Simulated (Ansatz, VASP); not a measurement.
## One calculation of MgS, two programs

```xyz
2
Lattice="0.0000 2.8258 2.8258 2.8258 0.0000 2.8258 2.8258 2.8258 0.0000" Properties=species:S:1:pos:R:3 pbc="T T T"
Mg    0.0000    0.0000    0.0000
S     1.4129    1.4129    1.4129
```

Alike in both runs: functional PBEsol; k mesh 8 × 8 × 8; occupations gaussian, width 0.02 eV; no spin polarisation.

Ansatz relaxed the structure, and its values are those at the end. VASP's run is a single point on that final structure, the one shown.

```csv
,VASP,Ansatz
version,VASP 6.6.1,Ansatz 0.2.0
potentials or method,"VASP PAW PBE potentials, release 64 (Mg, S), cutoff 600 eV","scalar-relativistic, plane waves, PAW"
valence electrons in the cell,8,16
```

```tsv
	VASP	Ansatz	Ansatz less VASP
gap on the k mesh at the Fermi level (eV)	3.32	3.32	-0.002
least direct gap on the mesh (eV)	3.32	3.32	-0.002
pressure (GPa)	-0.1	0.0	+0.07
```

VASP's potentials were made for PBE, not for PBEsol, and Ansatz warns of the same on its side. With one functional, cell and mesh, what is left measures potentials, basis and numerics. VASP's potentials hold 8 valence electrons a cell and Ansatz's 16, so a difference there can come from the potentials and not from the codes.
